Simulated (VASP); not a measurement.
# BN (Fmm2) in VASP: further runs

The runs below take BN through single point, relaxation of cell and atoms, with PBEsol.

Everything below comes from runs of VASP 6.6.1. Logs are shortened: lines on timing, memory, paths and dates and some standing lists are left out, and cuts for length are marked.

**1. The cell of the first run**

It takes space group Fmm2 (No. 42, orthorhombic). The conventional cell has a = 2.505 Å, b = 7.109 Å, c = 4.336 Å, α = 90.00°, β = 90.00°, γ = 90.00°. Within 1.9 Å of B (site symmetry mm2) lie 3 N at 1.45 Å. N (site symmetry mm2) has 3 B at 1.45 Å within 1.9 Å.

**2. Single point, PBEsol**

The input, INCAR:

```
ALGO = Normal
EDIFF = 1E-7
ENCUT = 520
GGA = PS
ISIF = 2
ISMEAR = 0
LASPH = T
LCHARG = T
LELF = T
LREAL = F
LVHAR = T
LWAVE = F
NBANDS = 11
NELM = 100
PREC = Accurate
SIGMA = 0.02
```

The input, KPOINTS:

```
k-points
0
Gamma
  12 12 12
```

The input, POSCAR:

```
BN
1.0
    0.0000000000      3.5543761743      2.1677813354
    1.2524717574      0.0000000000      2.1677813354
    1.2524717574      3.5543761743      0.0000000000
B N
1 1
Direct
    0.0000679510      0.0000679510      0.9999320490
    0.6666320390      0.6666320390      0.3333679610
```

Potentials or basis: VASP PAW PBE potentials, release 64 (B, N).

Launch:

```sh
cat potpaw_PBE.64/B/POTCAR potpaw_PBE.64/N/POTCAR > POTCAR
mpirun -np 1 vasp_std > vasp.out
```

OUTCAR:

```text
EDIFF = 1E-7
   ENCUT = 520
   GGA = PS
   ISIF = 2
   ISMEAR = 0
   LASPH = T
   LREAL = F
   NELM = 100
   PREC = Accurate

 ion  position               nearest neighbor table
   1  0.000  0.000  1.000-   2 1.45   2 1.45   2 1.45
   2  0.667  0.667  0.333-   1 1.45   1 1.45   1 1.45

  LATTYP: Found a face centered orthorhombic cell.
 ALAT       =     2.5049435148
 B/A-ratio  =     1.7308025691
 C/A-ratio  =     2.8378892804

  Lattice vectors:

 A1 = (   0.0000000000,   3.5543761743,   2.1677813354)
 A2 = (  -1.2524717574,   3.5543761743,   0.0000000000)
 A3 = (  -1.2524717574,   0.0000000000,   2.1677813354)

Analysis of symmetry for initial positions (statically):
=====================================================================
 Subroutine PRICEL returns:
 Original cell was already a primitive cell.

 Routine SETGRP: Setting up the symmetry group for a
 face centered orthorhombic supercell.

 Subroutine GETGRP returns: Found  4 space group operations
 (whereof  4 operations were pure point group operations)
 out of a pool of  8 trial point group operations.

The static configuration has the point symmetry C_2v.

Analysis of symmetry for dynamics (positions and initial velocities):
=====================================================================
 Subroutine PRICEL returns:
 Original cell was already a primitive cell.

 Routine SETGRP: Setting up the symmetry group for a
 face centered orthorhombic supercell.

 Subroutine GETGRP returns: Found  4 space group operations
 (whereof  4 operations were pure point group operations)
 out of a pool of  8 trial point group operations.

The dynamic configuration has the point symmetry C_2v.

 Subroutine INISYM returns: Found  4 space group operations
 (whereof  4 operations are pure point group operations),
 and found     1 'primitive' translations

----------------------------------------------------------------------------------------

                                     Primitive cell

  volume of cell :      19.3009

  direct lattice vectors                    reciprocal lattice vectors
     0.000000000  3.554376174  2.167781335    -0.399210599  0.140671661  0.230650570
     1.252471757  0.000000000  2.167781335     0.399210599 -0.140671661  0.230650570
     1.252471757  3.554376174  0.000000000     0.399210599  0.140671661 -0.230650570

  length of vectors
     4.163275862  2.503589707  3.768590651     0.482034546  0.482034546  0.482034546

  position of ions in fractional coordinates (direct lattice)
     0.000067951  0.000067951  0.999932049
     0.666632039  0.666632039  0.333367961

  ion indices of the primitive-cell ions
   primitive index   ion index
                 1           1
                 2           2

----------------------------------------------------------------------------------------

 KPOINTS: k-points

Automatic generation of k-mesh.
 Grid dimensions read from file:
 generate k-points for:   12   12   12

 Generating k-lattice:

  Cartesian coordinates                     Fractional coordinates (reciprocal lattice)
    -0.033267550  0.011722638  0.019220881     0.083333333 -0.000000000  0.000000000
     0.033267550 -0.011722638  0.019220881    -0.000000000  0.083333333  0.000000000
     0.033267550  0.011722638 -0.019220881     0.000000000  0.000000000  0.083333333

  Length of vectors
     0.040169545  0.040169545  0.040169545

  Shift w.r.t. Gamma in fractional coordinates (k-lattice)
     0.000000000  0.000000000  0.000000000

 Subroutine IBZKPT returns following result:
 ===========================================

 Found    280 irreducible k-points:

 Following reciprocal coordinates:
            Coordinates               Weight
  0.000000  0.000000  0.000000      1.000000
  0.083333 -0.000000 -0.000000      8.000000
  0.166667  0.000000  0.000000      8.000000
  0.250000  0.000000 -0.000000      8.000000
  0.333333 -0.000000 -0.000000      8.000000
  0.416667  0.000000  0.000000      8.000000
[... 16 lines left out ...]
  0.500000  0.166667 -0.000000      8.000000
 -0.416667  0.166667 -0.000000      8.000000
 [... further k-points ...]
   k-points           NKPTS =    280   k-points in BZ     NKDIM =    280   number of bands    NBANDS=     11
   number of dos      NEDOS =    301   number of ions     NIONS =      2
   total plane-waves  NPLWV =  17920
   dimension x,y,z NGX =    32 NGY =   20 NGZ =   28
   dimension x,y,z NGXF=    64 NGYF=   40 NGZF=   56
   ions per type =               1   1
   NGX,Y,Z   is equivalent  to a cutoff of  12.78, 13.28, 12.35 a.u.
   NGXF,Y,Z  is equivalent  to a cutoff of  25.56, 26.56, 24.70 a.u.
 SYSTEM =  unknown system
   PREC   = accura    normal or accurate (medium, high low for compatibility)
   ISTART =      0    job   : 0-new  1-cont  2-samecut
   ICHARG =      2    charge: 1-file 2-atom 10-const
   ISPIN  =      1    spin polarized calculation?
   LNONCOLLINEAR =      F non collinear calculations
   LSORBIT =      F    spin-orbit coupling
   LASPH  =      T    aspherical Exc in radial PAW
   ENCUT  =  520.0 eV  38.22 Ry    6.18 a.u.   7.74  4.66  7.01*2*pi/ulx,y,z
   NELM   =    100;   NELMIN=  2; NELMDL= -5     # of ELM steps
   EDIFF  = 0.1E-06   stopping-criterion for ELM
   LREAL  =      F    real-space projection
   EDIFFG = 0.1E-05   stopping-criterion for IOM
   NSW    =      0    number of steps for IOM
   IBRION =     -1    ionic relax: 0-MD 1-quasi-New 2-CG
   NFREE  =      0    steps in history (QN), initial steepest desc. (CG)
   ISIF   =      2    stress and relaxation
   ISYM   =      2    0-nonsym 1-usesym 2-fastsym
   POTIM  = 0.5000    time-step for ionic-motion
   TEBEG  =    0.0;   TEEND  =   0.0 temperature during run
   PSTRESS=    0.0 pullay stress
   NELECT =       8.0000    total number of electrons
   NUPDOWN=      -1.0000    fix difference up-down
   EMIN   =  10.00;   EMAX   =-10.00  energy-range for DOS
   EFERMI =   0.00;   METHOD = LEGACY
   ISMEAR =     0;   SIGMA  =   0.02  broadening in eV -4-tet -1-fermi 0-gaus
   EFERMI_NEDOS =   21; number of points for ismear=-14 and -15
   IALGO  =     38    algorithm
   IMIX   =      4    mixing-type and parameters
     AMIX     =   0.40;   BMIX     =  1.00
     AMIX_MAG =   1.60;   BMIX_MAG =  1.00
  volume/ion in A,a.u.               =       9.65        65.12
  Fermi-wavevector in a.u.,A,eV,Ry     =   1.220616  2.306631 20.271382  1.489905
  Thomas-Fermi vector in A             =   2.355828
   LORBIT       =      0    0 simple, 1 ext, 2 COOP (PROOUT), +10 PAW based schemes
   GGA     = PS    functional components
   LHFCALC =     F    Hartree Fock is set to
   AEXX    =    0.0000 exact exchange contribution
   IVDW    =     0    specifies the selected vdW correction
   LEPSILON=     F    determine dielectric tensor
   LRPA    =     F    only Hartree local field effects (RPA)
 non-spin polarized calculation
 Gauss-broadening in eV      SIGMA  =   0.02
  energy-cutoff  :      520.00
  volume of cell :       19.30
 maximum number of plane-waves:       535
   NGX = 15   NGY =  9   NGZ = 13

 number of electron       8.0000000 magnetization

 Free energy of the ion-electron system (eV)
  ---------------------------------------------------
  ext. energy  EPLUGINS =         0.00000000
  ---------------------------------------------------
  free energy    TOTEN  =       -18.28374131 eV

  energy without entropy =      -18.28374131  energy(sigma->0) =      -18.28374131

 E-fermi :   1.8857     XC(G=0):  -9.8449

 val. band max:        1.7581895424   @ k =   0.5000  -0.3333   0.1667
 cond. band min:       5.5594872662   @ k =   0.0000   0.5000   0.5000
 fundamental gap:      3.8012977237
 Fermi energy:         1.8856933997

 k-point     1 :       0.0000    0.0000    0.0000
  band No.  band energies     occupation
      1     -16.0411      2.00000
      2      -2.8124      2.00000
      3       0.3655      2.00000
      4       0.3666      2.00000
      5       6.3640      0.00000
      6      13.2101      0.00000
      7      13.2693      0.00000
      8      14.6390      0.00000
      9      16.0606      0.00000
     10      27.0690      0.00000
     11      27.8311      0.00000

 k-point     2 :       0.0833   -0.0000   -0.0000
  band No.  band energies     occupation
      1     -15.9028      2.00000
      2      -2.6738      2.00000
      3      -0.1986      2.00000
      4       0.1052      2.00000
      5       6.6748      0.00000
      6      13.1626      0.00000
      7      13.8203      0.00000
      8      14.1633      0.00000
      9      16.5154      0.00000
     10      26.4682      0.00000
     11      27.4742      0.00000

 k-point     3 :       0.1667    0.0000    0.0000
  band No.  band energies     occupation
      1     -15.4953      2.00000
      2      -2.2632      2.00000
      3      -1.6086      2.00000
      4      -0.5284      2.00000
      5       7.5026      0.00000
      6      12.8489      0.00000
      7      13.0089      0.00000
      8      15.4332      0.00000
      9      17.6164      0.00000
     10      23.8925      0.00000
     11      27.9738      0.00000

 k-point     4 :       0.2500    0.0000   -0.0000
  band No.  band energies     occupation
      1     -14.8473      2.00000
      2      -3.4075      2.00000
      3      -1.5704      2.00000
      4      -1.2616      2.00000
      5       8.6124      0.00000
      6      11.1734      0.00000
      7      12.8232      0.00000
      8      17.7092      0.00000
      9      18.9116      0.00000
     10      21.7013      0.00000
     11      26.6371      0.00000
[... 239 lines left out ...]
 k-point    22 :       0.4167    0.1667   -0.0000
  band No.  band energies     occupation
      1     -13.7117      2.00000
      2      -5.2005      2.00000
      3      -3.1175      2.00000
      4      -0.1023      2.00000
      5       8.5156      0.00000
      6      10.9363      0.00000
      7      14.3768      0.00000
      8      17.3548      0.00000
      9      18.4510      0.00000
     10      22.3284      0.00000
     11      25.0736      0.00000

 k-point    23 :       0.5000    0.1667   -0.0000
  band No.  band energies     occupation
      1     -12.9517      2.00000
      2      -6.4005      2.00000
      3      -3.6399      2.00000
      4       0.7607      2.00000
      5       7.0670      0.00000
      6      12.4148      0.00000
      7      14.6072      0.00000
      8      16.7735      0.00000
      9      19.3813      0.00000
     10      22.7300      0.00000
     11      23.8920      0.00000

 k-point    24 :      -0.4167    0.1667   -0.0000
  band No.  band energies     occupation
      1     -12.5930      2.00000
      2      -6.9180      2.00000
      3      -3.8070      2.00000
      4       1.1139      2.00000
      5       6.4165      0.00000
      6      13.1509      0.00000
      7      14.9544      0.00000
      8      16.5589      0.00000
      9      19.7588      0.00000
     10      22.0871      0.00000
     11      23.7360      0.00000

 [... further k-points ...]
[... 5 lines left out ...]
  --------------------------------------------------------------------------------------
  -------------------------------------------------------------------------------------
  Total        0.0580841     -0.0119673      0.0583546      0.0000000      0.0000000      0.0000000
  in kB        4.8215959     -0.9934097      4.8440522      0.0000000      0.0000000      0.0000000
  external PRESSURE =       2.8907461 kB  Pullay stress =       0.0000000 kB

 VOLUME and BASIS-vectors are now :
 -----------------------------------------------------------------------------
  energy-cutoff  :      520.00
  volume of cell :       19.30
      direct lattice vectors                 reciprocal lattice vectors
     0.000000000  3.554376174  2.167781335    -0.399210599  0.140671661  0.230650570
     1.252471757  0.000000000  2.167781335     0.399210599 -0.140671661  0.230650570
     1.252471757  3.554376174  0.000000000     0.399210599  0.140671661 -0.230650570

 POSITION                                       TOTAL-FORCE (eV/Angst)
 -----------------------------------------------------------------------------------
      1.25247      3.55438      0.00029         0.000000      0.000000      0.000126
      1.25247      3.55438      2.89022         0.000000      0.000000     -0.000126
 -----------------------------------------------------------------------------------
    total drift:                                0.000004      0.000004     -0.000062

  FREE ENERGIE OF THE ION-ELECTRON SYSTEM (eV)
  ---------------------------------------------------
  free  energy   TOTEN  =       -18.2837413113 eV

  energy  without entropy=      -18.2837413113  energy(sigma->0) =      -18.28374131
```

It took 40 s on 1 thread of Intel Xeon Platinum 8375C at 2.90GHz (Ice Lake), shared host; peak memory 0.18 GiB.

Results:

```
Free energy            : -18.2837 eV
Pressure               : 0.3 GPa
Band gap on the k mesh : 3.80 eV, indirect (least direct gap 4.49 eV)
```

Levels at points of the mesh, in eV from the valence-band top:
```tsv
k point	band 2	band 3	band 4	band 5	band 6	band 7
(0.00, 0.00, 0.00)	-4.57	-1.39	-1.39	4.61	11.45	11.51
(0.50, 0.00, 0.00)	-8.99	-4.20	-1.01	4.55	9.72	13.05
(0.50, 0.50, 0.00)	-9.07	-4.20	-0.56	5.64	9.31	11.97
(0.50, 0.00, 0.50)	-6.11	-1.41	-1.39	9.24	11.42	11.47
(0.00, 0.50, 0.50)	-8.90	-4.24	-1.43	3.80	9.82	14.19
```

Caveat: the PAW data sets were made with another functional, which shifts forces and pressure a little. A k mesh can miss the band edges.

**3. Relaxation of cell and atoms, PBEsol**

This run uses another cell than the first one, of 9.08 Å³/atom, 0.941 times its volume.

The input, INCAR:

```
SYSTEM = BN
  ALGO = Normal
  EDIFF = 1E-6
  EDIFFG = -0.005
  ENCUT = 600
  GGA = PS
  IBRION = 2
  ISIF = 3
  ISMEAR = 0
  LASPH = .TRUE.
  LCHARG = .FALSE.
  LREAL = .FALSE.
  LWAVE = .FALSE.
  NELM = 80
  NSW = 70
  PREC = Accurate
  SIGMA = 0.02
```

The input, KPOINTS:

```
k-points
0
G
  12 12 12
  0 0 0
```

The input, POSCAR:

```
BN
1.0
    0.0000000000      3.3394821895      2.1688319106
    1.2538424675      0.0000000000      2.1688319106
    1.2538424675      3.3394821895      0.0000000000
B N
1 1
Direct
    0.0001068737      0.0001068737      0.9998931263
    0.6665931163      0.6665931163      0.3334068837
```

Potentials or basis: VASP PAW PBE potentials, release 64 (B, N).

Launch:

```sh
cat potpaw_PBE.64/B/POTCAR potpaw_PBE.64/N/POTCAR > POTCAR
mpirun -np 1 vasp_std > vasp.out
```

Run time: 3.6 min. Hardware: 1 thread of Intel Xeon Platinum 8375C at 2.90GHz (Ice Lake), shared host; peak memory 0.18 GiB.

Results (log left out):

- Free energy: -18.2857 eV
- Relaxed volume: 9.51 Å³/atom
- Relaxed cell: a = 4.117 Å, b = 2.504 Å, c = 3.717 Å, α = 80.29°, β = 36.84°, γ = 62.87°
- Space group after relaxing (to 0.05 Å): Fmm2 (No. 42)
- Energy gained by relaxing: 0.9 meV/atom
- Ionic steps: 12
- Pressure after relaxing: 0.0 GPa
- Band gap on the k mesh: 3.74 eV, indirect (least direct gap 4.48 eV)

The path:
```csv
step,energy change (eV),largest force (eV/Å),pressure (GPa),volume (Å³)
1,0.0000,0.0011,-0.11,18.16
2,-0.0001,0.0034,0.94,18.15
3,-0.0001,0.0019,0.59,18.15
4,-0.0003,0.0002,0.54,18.19
5,-0.0007,0.0046,0.46,18.31
6,-0.0013,0.0146,0.28,18.54
7,-0.0018,0.0348,-0.02,19.00
8,0.0006,0.4052,0.10,19.12
9,-0.0018,0.0053,0.00,19.01
10,-0.0018,0.0060,-0.01,19.01
11,-0.0018,0.0122,0.06,19.02
12,-0.0018,0.0015,0.01,19.01
```

Final structure:
```yaml
crystal:
  lattice:
    - [0.00000, 3.49939, 2.16831]
    - [1.25291, 0.00000, 2.16831]
    - [1.25291, 3.49939, 0.00000]
  atoms:
    - { symbol: B, position: [0.00008, 0.00008, 0.99992] }
    - { symbol: N, position: [0.66662, 0.66662, 0.33338] }
```

Levels at points of the mesh, in eV from the valence-band top:
| k point | band 2 | band 3 | band 4 | band 5 | band 6 | band 7 |
| --- | --- | --- | --- | --- | --- | --- |
| (0.00, 0.00, 0.00) | -4.50 | -1.40 | -1.40 | 4.66 | 11.44 | 11.51 |
| (0.50, 0.00, 0.00) | -8.99 | -4.21 | -1.02 | 4.54 | 9.72 | 13.11 |
| (0.50, 0.50, 0.00) | -9.08 | -4.20 | -0.52 | 5.71 | 9.29 | 11.99 |
| (0.50, 0.00, 0.50) | -6.17 | -1.42 | -1.39 | 9.41 | 11.40 | 11.46 |
| (0.00, 0.50, 0.50) | -8.89 | -4.24 | -1.47 | 3.74 | 9.80 | 14.28 |

Caveat: the PAW data sets were made with another functional, which shifts forces and pressure a little.
